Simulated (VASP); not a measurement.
Input of a VASP 6.6.1 run:

The input INCAR:

```
PREC     = Accurate       # precision mode
ENCUT    = 520            # plane-wave cutoff, eV
EDIFF    = 1E-7           # SCF threshold, eV
ISMEAR   = 1              # smearing method
SIGMA    = 0.05           # smearing width, eV
LREAL    = F              # projectors in reciprocal space
LASPH    = T              # aspherical terms in the spheres
NELM     = 80             # most SCF steps
ALGO     = Normal         # electronic algorithm
ISIF     = 2              # what is computed and relaxed
LWAVE    = F              # write WAVECAR
LCHARG   = T              # write CHGCAR
GGA      = PS             # functional
LELF     = T              # ELF
LVHAR    = T            
NBANDS   = 12             # bands
```

The input KPOINTS:

```
Automatic mesh
0
Gamma
  1 1 1
```

File POSCAR:

```
N
1.0
    9.0000000000      0.0000000000      0.0000000000
    0.0000000000      9.5000000000      0.0000000000
    0.0000000000      0.0000000000     10.0000000000
N
2
Direct
    0.5000000000      0.5000000000      0.4449986468
    0.5000000000      0.5000000000      0.5550013532
```

Potentials or basis: VASP PAW PBE potentials, release 64 (N).

The run is started by

```bash
$ cat potpaw_PBE.64/N/POTCAR > POTCAR
$ mpirun -np 1 vasp_gam > vasp.out
```

Predict the gap between the frontier levels.

8.19 eV.

What does it give for the largest force?

1.859 eV/Å.

Forces on the atoms (eV/Å):
```
N    0.000  0.000 -1.859
N    0.000  0.000  1.859
```

Caveat: the standard files for N, O and F lose accuracy on very short bonds; the PAW data sets were made with another functional, which shifts forces and pressure a little.
